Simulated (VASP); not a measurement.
# ZnF2 (P4_2/mnm) in VASP: further runs, part 2 of 2

VASP 6.6.1. Earlier steps stand in the parts before.

### 3 Single point, PBE

INCAR reads:

```
  PREC = Accurate
  ENCUT = 600
  EDIFF = 1E-6
  ISMEAR = 0
  SIGMA = 0.02
  LREAL = False
  LASPH = True
  NELM = 120
  ALGO = Normal
  ISIF = 2
  LWAVE = False
  LCHARG = True
  GGA = PE
  LELF = True
  LVHAR = True
  NBANDS = 35
  GGA_COMPAT = False
```

KPOINTS reads:

```
Automatic mesh
0
Gamma
  6 6 8
```

POSCAR reads:

```
ZnF2
1.0
    4.8000348543      0.0000000000      0.0000000000
    0.0000000000      4.8000348543      0.0000000000
    0.0000000000      0.0000000000      3.1754915661
Zn F
2 4
Direct
    0.0000000000      0.0000000000      0.0000000000
    0.5000000000      0.5000000000      0.5000000000
    0.3043835381      0.3043835381      0.0000000000
    0.1956164619      0.8043835381      0.5000000000
    0.6956164619      0.6956164619      0.0000000000
    0.8043835381      0.1956164619      0.5000000000
```

Potentials or basis: VASP PAW PBE potentials, release 64 (Zn, F).

Command:

```sh
$ cat potpaw_PBE.64/Zn/POTCAR potpaw_PBE.64/F/POTCAR > POTCAR
$ mpirun -np 1 vasp_std > vasp.out
```

OUTCAR:

```text
PREC = Accurate
   ENCUT = 600
   EDIFF = 1E-6
   ISMEAR = 0
   LREAL = False
   LASPH = True
   NELM = 120
   ISIF = 2
   GGA = PE

 ion  position               nearest neighbor table
   1  0.000  0.000  0.000-   3 2.07   5 2.07   4 2.07   6 2.07   4 2.07   6 2.07
   2  0.500  0.500  0.500-   4 2.07   6 2.07   5 2.07   3 2.07   3 2.07   5 2.07
   3  0.304  0.304  0.000-   1 2.07   2 2.07   2 2.07
   4  0.196  0.804  0.500-   2 2.07   1 2.07   1 2.07
   5  0.696  0.696  0.000-   1 2.07   2 2.07   2 2.07
   6  0.804  0.196  0.500-   2 2.07   1 2.07   1 2.07

  LATTYP: Found a simple tetragonal cell.
 ALAT       =     4.8000348543
 C/A-ratio  =     0.6615559392

  Lattice vectors:

 A1 = (   4.8000348543,   0.0000000000,   0.0000000000)
 A2 = (   0.0000000000,   4.8000348543,   0.0000000000)
 A3 = (   0.0000000000,   0.0000000000,   3.1754915661)

Analysis of symmetry for initial positions (statically):
=====================================================================
 Subroutine PRICEL returns:
[... 177 lines left out ...]
  ---------------------------------------------------
  free energy    TOTEN  =       -23.25249885 eV

  energy without entropy =      -23.25249885  energy(sigma->0) =      -23.25249885

 E-fermi :  -1.6329     XC(G=0):  -9.9933

 val. band max:       -1.7151238010   @ k =   0.0000   0.0000   0.0000
 cond. band min:       1.7414600988   @ k =   0.0000   0.0000   0.0000
 fundamental gap:      3.4565838998
 Fermi energy:        -1.6328928227

 k-point     1 :       0.0000    0.0000    0.0000
  band No.  band energies     occupation
      1     -23.1146      2.00000
      2     -22.4344      2.00000
      3     -22.4344      2.00000
      4     -22.4107      2.00000
      5      -7.4262      2.00000
      6      -6.6619      2.00000
[... 901 lines left out ...]
     34      12.3790      0.00000
     35      14.3855      0.00000

 [... further k-points ...]
[... 5 lines left out ...]
  --------------------------------------------------------------------------------------
  -------------------------------------------------------------------------------------
  Total        0.1064644      0.1064644      0.2252907      0.0000000      0.0000000      0.0000000
  in kB        2.3313921      2.3313921      4.9334893      0.0000000      0.0000000      0.0000000
  external PRESSURE =       3.1987578 kB  Pullay stress =       0.0000000 kB

 VOLUME and BASIS-vectors are now :
 -----------------------------------------------------------------------------
  energy-cutoff  :      600.00
  volume of cell :       73.16
      direct lattice vectors                 reciprocal lattice vectors
     4.800034854  0.000000000  0.000000000     0.208331821  0.000000000  0.000000000
     0.000000000  4.800034854  0.000000000     0.000000000  0.208331821  0.000000000
     0.000000000  0.000000000  3.175491566     0.000000000  0.000000000  0.314911874

 POSITION                                       TOTAL-FORCE (eV/Angst)
 -----------------------------------------------------------------------------------
      0.00000      0.00000      0.00000         0.000000      0.000000     -0.000000
      2.40002      2.40002      1.58775         0.000000      0.000000     -0.000000
      1.46105      1.46105      0.00000        -0.009620     -0.009620      0.000000
      0.93897      3.86107      1.58775         0.009620     -0.009620     -0.000000
      3.33898      3.33898      0.00000         0.009620      0.009620     -0.000000
      3.86107      0.93897      1.58775        -0.009620      0.009620     -0.000000
 -----------------------------------------------------------------------------------
    total drift:                               -0.000000     -0.000000      0.000000

  FREE ENERGIE OF THE ION-ELECTRON SYSTEM (eV)
  ---------------------------------------------------
  free  energy   TOTEN  =       -23.2524988550 eV

  energy  without entropy=      -23.2524988550  energy(sigma->0) =      -23.25249885
```

Wall time 2 min (1 thread of Intel Xeon Platinum 8259CL at 2.50GHz (Skylake/Cascade Lake), shared host); peak memory 0.26 GiB.

Results:

| Property | Result |
| --- | --- |
| Free energy | -23.2525 eV |
| Pressure | 0.3 GPa |
| Largest force | 0.014 eV/Å |
| Band gap on the k mesh | 3.46 eV, direct |

Forces in eV/Å, atoms in the order of the input:
```
Zn   0.000  0.000  0.000
Zn   0.000  0.000  0.000
F   -0.010 -0.010  0.000
F    0.010 -0.010  0.000
F    0.010  0.010  0.000
F   -0.010  0.010  0.000
```

Levels at points of the mesh, in eV from the valence-band top:
| k point | band 22 | band 23 | band 24 | band 25 | band 26 | band 27 | band 28 | band 29 | band 30 | band 31 |
| --- | --- | --- | --- | --- | --- | --- | --- | --- | --- | --- |
| (0.00, 0.00, 0.00) | -1.23 | -0.89 | -0.23 | -0.23 | 0.00 | 3.46 | 9.03 | 9.67 | 9.67 | 13.40 |
| (0.50, 0.00, 0.00) | -1.31 | -0.55 | -0.55 | -0.30 | -0.30 | 5.97 | 5.97 | 10.54 | 10.54 | 12.73 |
| (0.50, 0.50, 0.00) | -1.53 | -1.03 | -1.03 | -0.25 | -0.25 | 6.80 | 6.80 | 9.17 | 9.17 | 14.25 |
| (0.00, 0.00, 0.50) | -1.23 | -1.14 | -1.14 | -1.09 | -1.09 | 8.06 | 8.06 | 11.75 | 11.75 | 13.11 |
| (0.50, 0.00, 0.50) | -1.45 | -1.12 | -1.12 | 0.00 | 0.00 | 8.50 | 8.50 | 10.29 | 10.29 | 13.74 |
| (0.50, 0.50, 0.50) | -1.20 | -1.09 | -1.09 | -0.74 | -0.74 | 7.89 | 7.89 | 11.48 | 11.48 | 12.13 |
